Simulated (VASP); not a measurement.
# Pd (P-1) in VASP: a series of runs

Pd is run at these levels: r2SCAN+D4; tasks: single point.

All numbers are computed with VASP 6.6.1; they aren't measurements. Logs are shortened: lines on timing, memory, paths and dates and some standing lists are left out, and cuts for length are marked.

## Step 1: The cell of the first run

The typed cell holds 2 atoms: a = 2.715 Å, b = 2.764 Å, c = 4.624 Å, α = 88.95°, β = 89.66°, γ = 118.48°.

## Step 2: Single point, r2SCAN+D4

Input file POSCAR:

```
Pd
1.0
    2.7150400000      0.0224700000      0.0080900000
   -1.3380600000      2.4184500000      0.0252600000
    0.0134500000      0.0562600000      4.6237900000
Pd
2
Direct
    0.6497535991      0.3293942733      0.7507899676
    0.3445300000      0.6663400000      0.2523500000
```

Input file INCAR.step1:

```
PREC     = Accurate       # precision mode
ENCUT    = 520            # plane-wave cutoff, eV
ISMEAR   = 1              # smearing method
SIGMA    = 0.1            # smearing width, eV
LREAL    = F              # projectors in reciprocal space
LASPH    = T              # aspherical terms in the spheres
NELM     = 80             # most SCF steps
NBANDS   = 17             # bands
GGA      = PE             # functional
ALGO     = Normal         # electronic algorithm
EDIFF    = 1E-4           # SCF threshold, eV
LWAVE    = T              # write WAVECAR
LCHARG   = F              # write CHGCAR
```

Input file INCAR.step2:

```
PREC     = Accurate       # precision mode
ENCUT    = 520            # plane-wave cutoff, eV
EDIFF    = 1E-6           # SCF threshold, eV
ISMEAR   = 1              # smearing method
SIGMA    = 0.1            # smearing width, eV
LREAL    = F              # projectors in reciprocal space
LASPH    = T              # aspherical terms in the spheres
NELM     = 80             # most SCF steps
ALGO     = Normal         # electronic algorithm
ISIF     = 2              # what is computed and relaxed
LWAVE    = F              # write WAVECAR
LCHARG   = F              # write CHGCAR
METAGGA  = R2SCAN         # meta-GGA
LMIXTAU  = T            
IVDW     = 13             # dispersion correction
VDW_S6   = 1.0          
VDW_S8   = 0.6018749    
VDW_A1   = 0.51559235   
VDW_A2   = 5.77342911   
NBANDS   = 17             # bands
ISTART   = 1
```

Input file KPOINTS:

```
Automatic mesh
0
Gamma
  8 8 4
```

Potentials or basis: VASP PAW PBE potentials, release 64 (Pd).

Run with:

```
cat potpaw_PBE.64/Pd/POTCAR > POTCAR
cp INCAR.step1 INCAR
mpirun -np 1 vasp_std > vasp.out
cp INCAR.step2 INCAR
mpirun -np 1 vasp_std > vasp.out
```

OUTCAR:

```text
PREC = Accurate
   ENCUT = 520
   EDIFF = 1E-6
   ISMEAR = 1
   LREAL = F
   LASPH = T
   NELM = 80
   ISIF = 2
   METAGGA = R2SCAN
   IVDW = 13
   ISTART = 1

 ion  position               nearest neighbor table
   1  0.650  0.329  0.751-   2 2.75   2 2.78   2 2.79   2 2.82   2 2.84   2 2.87
   2  0.345  0.666  0.252-   1 2.75   1 2.78   1 2.79   1 2.82   1 2.84   1 2.87

  LATTYP: Found a triclinic cell.
 ALAT       =     2.8027266348
 B/A-ratio  =     0.9687512865
 C/A-ratio  =     1.6498761465
 COS(alpha) =     0.0059885669
 COS(beta)  =     0.0239231753
 COS(gamma) =     0.4985240632

  Lattice vectors:

 A1 = (  -1.3769800000,  -2.4409200000,  -0.0333500000)
 A2 = (  -2.7150400000,  -0.0224700000,  -0.0080900000)
 A3 = (  -0.0134500000,  -0.0562600000,  -4.6237900000)

Analysis of symmetry for initial positions (statically):
=====================================================================
 Subroutine PRICEL returns:
 Original cell was already a primitive cell.

 Routine SETGRP: Setting up the symmetry group for a
 triclinic supercell.

 Subroutine GETGRP returns: Found  2 space group operations
 (whereof  1 operations were pure point group operations)
 out of a pool of  2 trial point group operations.

The static configuration has the point symmetry C_1 .
 The point group associated with its full space group is S_2 .

Analysis of symmetry for dynamics (positions and initial velocities):
=====================================================================
 Subroutine PRICEL returns:
 Original cell was already a primitive cell.

 Routine SETGRP: Setting up the symmetry group for a
 triclinic supercell.

 Subroutine GETGRP returns: Found  2 space group operations
 (whereof  1 operations were pure point group operations)
 out of a pool of  2 trial point group operations.

The dynamic configuration has the point symmetry C_1 .
 The point group associated with its full space group is S_2 .

 Subroutine INISYM returns: Found  2 space group operations
 (whereof  1 operations are pure point group operations),
 and found     1 'primitive' translations

----------------------------------------------------------------------------------------

                                     Primitive cell

  volume of cell :      30.4950

  direct lattice vectors                    reciprocal lattice vectors
     2.715040000  0.022470000  0.008090000     0.366650057  0.202894034 -0.003535252
    -1.338060000  2.418450000  0.025260000    -0.003392081  0.411663449 -0.004999051
     0.013450000  0.056260000  4.623790000    -0.000622977 -0.002603931  0.216306293

  length of vectors
     2.715145033  2.764044687  4.624151820     0.419059365  0.411707775  0.216322863

  position of ions in fractional coordinates (direct lattice)
     0.649753599  0.329394273  0.750789968
     0.344530000  0.666340000  0.252350000

  ion indices of the primitive-cell ions
   primitive index   ion index
                 1           1
                 2           2

----------------------------------------------------------------------------------------

 KPOINTS: Automatic mesh

Automatic generation of k-mesh.
 Grid dimensions read from file:
 generate k-points for:    8    8    4

 Generating k-lattice:

  Cartesian coordinates                     Fractional coordinates (reciprocal lattice)
     0.045831257  0.025361754 -0.000441906     0.125000000  0.000000000  0.000000000
    -0.000424010  0.051457931 -0.000624881    -0.000000000  0.125000000  0.000000000
    -0.000155744 -0.000650983  0.054076573     0.000000000  0.000000000  0.250000000

  Length of vectors
     0.052382421  0.051463472  0.054080716

  Shift w.r.t. Gamma in fractional coordinates (k-lattice)
     0.000000000  0.000000000  0.000000000

 Subroutine IBZKPT returns following result:
 ===========================================

 Found    132 irreducible k-points:

 Following reciprocal coordinates:
            Coordinates               Weight
  0.000000  0.000000  0.000000      1.000000
  0.125000 -0.000000 -0.000000      2.000000
  0.250000 -0.000000 -0.000000      2.000000
  0.375000 -0.000000 -0.000000      2.000000
  0.500000 -0.000000 -0.000000      1.000000
 -0.000000  0.125000 -0.000000      2.000000
[... 16 lines left out ...]
  0.125000  0.375000 -0.000000      2.000000
  0.250000  0.375000  0.000000      2.000000
 [... further k-points ...]
   k-points           NKPTS =    132   k-points in BZ     NKDIM =    132   number of bands    NBANDS=     17
   number of dos      NEDOS =    301   number of ions     NIONS =      2
   total plane-waves  NPLWV =  17280
   dimension x,y,z NGX =    20 NGY =   24 NGZ =   36
   dimension x,y,z NGXF=    40 NGYF=   48 NGZF=   72
   ions per type =               2
   NGX,Y,Z   is equivalent  to a cutoff of  12.25, 14.44, 12.94 a.u.
   NGXF,Y,Z  is equivalent  to a cutoff of  24.49, 28.87, 25.89 a.u.
 SYSTEM =  unknown system
   PREC   = accura    normal or accurate (medium, high low for compatibility)
   ISTART =      1    job   : 0-new  1-cont  2-samecut
   ICHARG =      0    charge: 1-file 2-atom 10-const
   ISPIN  =      1    spin polarized calculation?
   LNONCOLLINEAR =      F non collinear calculations
   LSORBIT =      F    spin-orbit coupling
   LASPH  =      T    aspherical Exc in radial PAW
   ENCUT  =  520.0 eV  38.22 Ry    6.18 a.u.   5.05  5.14  8.60*2*pi/ulx,y,z
   NELM   =     80;   NELMIN=  2; NELMDL=  0     # of ELM steps
   EDIFF  = 0.1E-05   stopping-criterion for ELM
   LREAL  =      F    real-space projection
   EDIFFG = 0.1E-04   stopping-criterion for IOM
   NSW    =      0    number of steps for IOM
   IBRION =     -1    ionic relax: 0-MD 1-quasi-New 2-CG
   NFREE  =      0    steps in history (QN), initial steepest desc. (CG)
   ISIF   =      2    stress and relaxation
   ISYM   =      2    0-nonsym 1-usesym 2-fastsym
   POTIM  = 0.5000    time-step for ionic-motion
   TEBEG  =    0.0;   TEEND  =   0.0 temperature during run
   PSTRESS=    0.0 pullay stress
   NELECT =      20.0000    total number of electrons
   NUPDOWN=      -1.0000    fix difference up-down
   EMIN   =  10.00;   EMAX   =-10.00  energy-range for DOS
   EFERMI =   0.00;   METHOD = LEGACY
   ISMEAR =     1;   SIGMA  =   0.10  broadening in eV -4-tet -1-fermi 0-gaus
   EFERMI_NEDOS =   21; number of points for ismear=-14 and -15
   IALGO  =     38    algorithm
   IMIX   =      4    mixing-type and parameters
     AMIX     =   0.40;   BMIX     =  1.00
     AMIX_MAG =   1.60;   BMIX_MAG =  1.00
  volume/ion in A,a.u.               =      15.25       102.90
  Fermi-wavevector in a.u.,A,eV,Ry     =   1.422357  2.687866 27.525955  2.023101
  Thomas-Fermi vector in A             =   2.543070
   LORBIT       =      0    0 simple, 1 ext, 2 COOP (PROOUT), +10 PAW based schemes
   METAGGA = R2SCAN    functional components
   LHFCALC =     F    Hartree Fock is set to
   AEXX    =    0.0000 exact exchange contribution
   IVDW    =    13    specifies the selected vdW correction
   LEPSILON=     F    determine dielectric tensor
   LRPA    =     F    only Hartree local field effects (RPA)
 non-spin polarized calculation
 Methfessel and Paxton  Order N= 1 SIGMA  =   0.10
  energy-cutoff  :      520.00
  volume of cell :       30.49
 maximum number of plane-waves:       837
   NGX = 11   NGY = 11   NGZ = 17

 number of electron      20.0000001 magnetization

 Free energy of the ion-electron system (eV)
  ---------------------------------------------------
  ext. energy  EPLUGINS =         0.00000000
  ---------------------------------------------------
  free energy    TOTEN  =       -45.78483777 eV

  energy without entropy =      -45.78605214  energy(sigma->0) =      -45.78524256

 E-fermi :   9.1094     XC(G=0): -13.8700

 val. band max:        9.1075242216   @ k =   0.3750   0.5000   0.5000
 cond. band min:       9.1099649118   @ k =   0.5000   0.1250   0.5000
 fundamental gap:      0.0024406902
 Fermi energy:         9.1094122799

 k-point     1 :       0.0000    0.0000    0.0000
  band No.  band energies     occupation
      1       2.1484      2.00000
      2       3.9052      2.00000
      3       6.1433      2.00000
      4       6.1549      2.00000
      5       6.5094      2.00000
      6       6.6350      2.00000
[... 9 lines left out ...]
     16      29.4199      0.00000
     17      31.8496      0.00000

 k-point     2 :       0.1250   -0.0000   -0.0000
  band No.  band energies     occupation
      1       2.6540      2.00000
      2       4.2404      2.00000
      3       5.9328      2.00000
      4       6.4890      2.00000
      5       6.5417      2.00000
      6       6.8105      2.00000
[... 9 lines left out ...]
     16      29.0847      0.00000
     17      29.7218      0.00000

 k-point     3 :       0.2500   -0.0000   -0.0000
  band No.  band energies     occupation
      1       3.8094      2.00000
      2       4.5747      2.00000
      3       5.6409      2.00000
      4       5.9617      2.00000
      5       6.3735      2.00000
      6       6.8129      2.00000
[... 9 lines left out ...]
     16      27.7841      0.00000
     17      28.9553      0.00000

 k-point     4 :       0.3750   -0.0000   -0.0000
  band No.  band energies     occupation
      1       4.1507      2.00000
      2       4.3957      2.00000
      3       4.7144      2.00000
      4       6.4256      2.00000
      5       6.7764      2.00000
      6       6.9297      2.00000
[... 9 lines left out ...]
     16      24.9795      0.00000
     17      25.6235      0.00000

 k-point     5 :       0.5000   -0.0000   -0.0000
  band No.  band energies     occupation
      1       3.9784      2.00000
      2       4.3497      2.00000
      3       4.3955      2.00000
      4       6.3117      2.00000
      5       6.8094      2.00000
      6       7.0140      2.00000
[... 9 lines left out ...]
     16      23.1276      0.00000
     17      23.5522      0.00000

 k-point     6 :      -0.0000    0.1250   -0.0000
  band No.  band energies     occupation
      1       2.6345      2.00000
      2       4.2201      2.00000
      3       5.8107      2.00000
      4       6.2887      2.00000
      5       6.6441      2.00000
      6       6.9348      2.00000
[... 9 lines left out ...]
     16      29.1247      0.00000
     17      30.0878      0.00000
[... 281 lines left out ...]
 k-point    21 :      -0.1250    0.2500   -0.0000
  band No.  band energies     occupation
      1       3.5510      2.00000
      2       4.7505      2.00000
      3       5.5486      2.00000
      4       6.1870      2.00000
      5       6.3883      2.00000
      6       6.6442      2.00000
[... 9 lines left out ...]
     16      28.5386      0.00000
     17      29.7986      0.00000

 k-point    22 :      -0.0000    0.3750    0.0000
  band No.  band energies     occupation
      1       4.1076      2.00000
      2       4.4244      2.00000
      3       4.8420      2.00000
      4       6.5213      2.00000
      5       6.6315      2.00000
      6       6.7827      2.00000
[... 9 lines left out ...]
     16      24.7602      0.00000
     17      25.2017      0.00000

 k-point    23 :       0.1250    0.3750   -0.0000
  band No.  band energies     occupation
      1       4.3406      2.00000
      2       4.6587      2.00000
      3       4.7403      2.00000
      4       6.4495      2.00000
      5       6.5535      2.00000
      6       6.7098      2.00000
[... 9 lines left out ...]
     16      23.1985      0.00000
     17      23.9984      0.00000

 k-point    24 :       0.2500    0.3750    0.0000
  band No.  band energies     occupation
      1       4.6566      2.00000
      2       5.0985      2.00000
      3       5.2926      2.00000
      4       6.0088      2.00000
      5       6.2848      2.00000
      6       6.3400      2.00000
[... 9 lines left out ...]
     16      22.6930      0.00000
     17      23.6050      0.00000

 [... further k-points ...]

------------------------ aborting loop because EDIFF is reached ----------------------------------------

  DFT-D4 for vdW energy calculation

  Edisp (eV):   -0.32816

  FORCE on cell =-STRESS in cart. coord.  units (eV):
  Direction    XX          YY          ZZ          XY          YZ          ZX
  --------------------------------------------------------------------------------------
  -------------------------------------------------------------------------------------
  Total      -0.42071    -1.01778    -0.46645    -0.24042    -0.09714     0.01377
  in kB     -22.10370   -53.47345   -24.50702   -12.63120    -5.10342     0.72338
  external pressure =      -33.36 kB  Pullay stress =        0.00 kB

 VOLUME and BASIS-vectors are now :
 -----------------------------------------------------------------------------
  energy-cutoff  :      520.00
  volume of cell :       30.49
      direct lattice vectors                 reciprocal lattice vectors
     2.715040000  0.022470000  0.008090000     0.366650057  0.202894034 -0.003535252
    -1.338060000  2.418450000  0.025260000    -0.003392081  0.411663449 -0.004999051
     0.013450000  0.056260000  4.623790000    -0.000622977 -0.002603931  0.216306293

 POSITION                                       TOTAL-FORCE (eV/Angst)
 -----------------------------------------------------------------------------------
      1.33346      0.85346      3.48507         0.091406     -0.064094      0.078908
      0.04720      1.63345      1.18643        -0.091406      0.064094     -0.078908
 -----------------------------------------------------------------------------------
    total drift:                               -0.000001     -0.000003     -0.000025

  FREE ENERGIE OF THE ION-ELECTRON SYSTEM (eV)
  ---------------------------------------------------
  free  energy   TOTEN  =       -46.1130000365 eV

  energy  without entropy=      -46.1142144073  energy(sigma->0) =      -46.11340483
```

Run time: 1.9 min. Hardware: 1 thread of Intel Xeon 6975P-C (Granite Rapids), shared host; peak memory 0.19 GiB.

Results:

| Item | Value |
| --- | --- |
| Free energy | -46.1130 eV |
| Pressure | -3.3 GPa |
| Largest force | 0.137 eV/Å |
| Band gap on the k mesh | zero (band 10 reaches 9.36 eV, above the bottom of band 11 at 8.41 eV) |
| Dispersion energy per atom | -0.164 eV |

Forces in eV/Å, atoms in the order of the input:
```
Pd   0.091 -0.064  0.079
Pd  -0.091  0.064 -0.079
```

Stress tensor (GPa, compression positive):
```
-2.21 -1.26  0.07
-1.26 -5.35 -0.51
 0.07 -0.51 -2.45
```

Levels at points of the mesh, in eV from the Fermi level:
```
           k point  band 8  band 9  band 10  band 11  band 12  band 13
(0.00, 0.00, 0.00)   -1.76   -1.52    -0.42    -0.16     1.12     7.03
(0.50, 0.00, 0.00)   -0.01    0.01     0.14     2.62     4.95     9.56
(0.00, 0.50, 0.00)   -0.06   -0.02     0.13     2.65     4.50     9.57
(0.50, 0.50, 0.00)   -0.10    0.03     0.25     3.10     4.81    10.45
(0.00, 0.00, 0.50)   -2.52   -0.85    -0.77    -0.70    -0.59    14.29
(0.50, 0.00, 0.50)   -0.59    0.09     0.13     3.01     3.19     8.15
(0.00, 0.50, 0.50)   -0.40    0.04     0.08     2.56     2.85     7.95
(0.50, 0.50, 0.50)   -0.30    0.16     0.17     2.93     2.99     8.81
```

Caveat: the PAW data sets were made with another functional, which shifts forces and pressure a little; pairwise dispersion overbinds metals, which lowers pressure and volume.

## Step 3: Single point, r2SCAN+D4

This run uses another cell than the first one, of 15.32 Å³/atom, 1.005 times its volume.

Input file POSCAR:

```
Pd
1.0
    2.7195575458      0.0225073878      0.0081034609
   -1.3402863935      2.4224740507      0.0253020300
    0.0134723794      0.0563536108      4.6314835084
Pd
2
Direct
    0.6556200000      0.3293400000      0.7507800000
    0.3445300000      0.6663400000      0.2523500000
```

Input file INCAR.step1:

```
PREC = Accurate
ENCUT = 520
ISMEAR = 1
SIGMA = 0.1
LREAL = F
LASPH = T
NELM = 60
NBANDS = 17
GGA = PE
ALGO = Normal
EDIFF = 1E-4
LWAVE = T
LCHARG = F
```

Input file INCAR.step2:

```
PREC = Accurate
ENCUT = 520
EDIFF = 1E-7
ISMEAR = 1
SIGMA = 0.1
LREAL = F
LASPH = T
NELM = 60
ALGO = Normal
ISIF = 2
LWAVE = F
LCHARG = F
METAGGA = R2SCAN
LMIXTAU = T
IVDW = 13
VDW_S6 = 1.0
VDW_S8 = 0.6018749
VDW_A1 = 0.51559235
VDW_A2 = 5.77342911
NBANDS = 17
ISTART = 1
```

KPOINTS is that of step 2.

Potentials or basis: VASP PAW PBE potentials, release 64 (Pd).

Run with:

```
cat potpaw_PBE.64/Pd/POTCAR > POTCAR
cp INCAR.step1 INCAR
mpirun -np 1 vasp_std > vasp.out
cp INCAR.step2 INCAR
mpirun -np 1 vasp_std > vasp.out
```

Wall time 2.1 min (1 thread of Intel Xeon 6975P-C (Granite Rapids), shared host); peak memory 0.19 GiB.

The run converged. Its results:

```yaml
Free_energy: -46.1108 eV
Pressure: -4.2 GPa
Largest_force: 0.123 eV/Å
Band_gap_on_the_k_mesh: zero (band 10 reaches 9.27 eV, above the bottom of band 11 at 8.34 eV)
Dispersion_energy_per_atom: -0.163 eV
```

Forces in eV/Å, atoms in the order of the input:
```
Pd   0.077 -0.057  0.077
Pd  -0.077  0.057 -0.077
```

Stress tensor (GPa, compression positive):
```
-3.12 -1.08  0.04
-1.08 -6.10 -0.50
 0.04 -0.50 -3.34
```

Levels at points of the mesh, in eV from the Fermi level:
| k point | band 6 | band 7 | band 8 | band 9 | band 10 | band 11 | band 12 | band 13 | band 14 | band 15 |
| --- | --- | --- | --- | --- | --- | --- | --- | --- | --- | --- |
| (0.00, 0.00, 0.00) | -2.45 | -2.13 | -1.72 | -1.54 | -0.38 | -0.18 | 1.13 | 6.99 | 17.94 | 19.43 |
| (0.50, 0.00, 0.00) | -2.07 | -1.48 | -0.01 | 0.01 | 0.15 | 2.65 | 4.90 | 9.59 | 10.18 | 13.52 |
| (0.00, 0.50, 0.00) | -2.23 | -1.69 | -0.06 | -0.01 | 0.13 | 2.64 | 4.49 | 9.54 | 10.26 | 12.83 |
| (0.50, 0.50, 0.00) | -1.92 | -1.69 | -0.09 | 0.04 | 0.25 | 3.06 | 4.83 | 10.35 | 10.73 | 13.34 |
| (0.00, 0.00, 0.50) | -2.73 | -2.51 | -2.50 | -0.84 | -0.76 | -0.69 | -0.59 | 14.24 | 14.36 | 18.39 |
| (0.50, 0.00, 0.50) | -1.52 | -0.56 | -0.55 | 0.09 | 0.12 | 2.98 | 3.15 | 8.15 | 8.49 | 16.82 |
| (0.00, 0.50, 0.50) | -1.37 | -0.44 | -0.40 | 0.04 | 0.08 | 2.56 | 2.85 | 7.91 | 8.34 | 16.25 |
| (0.50, 0.50, 0.50) | -1.58 | -0.32 | -0.32 | 0.16 | 0.17 | 2.96 | 3.03 | 8.74 | 8.90 | 16.75 |

Caveat: the PAW data sets were made with another functional, which shifts forces and pressure a little; pairwise dispersion overbinds metals, which lowers pressure and volume.
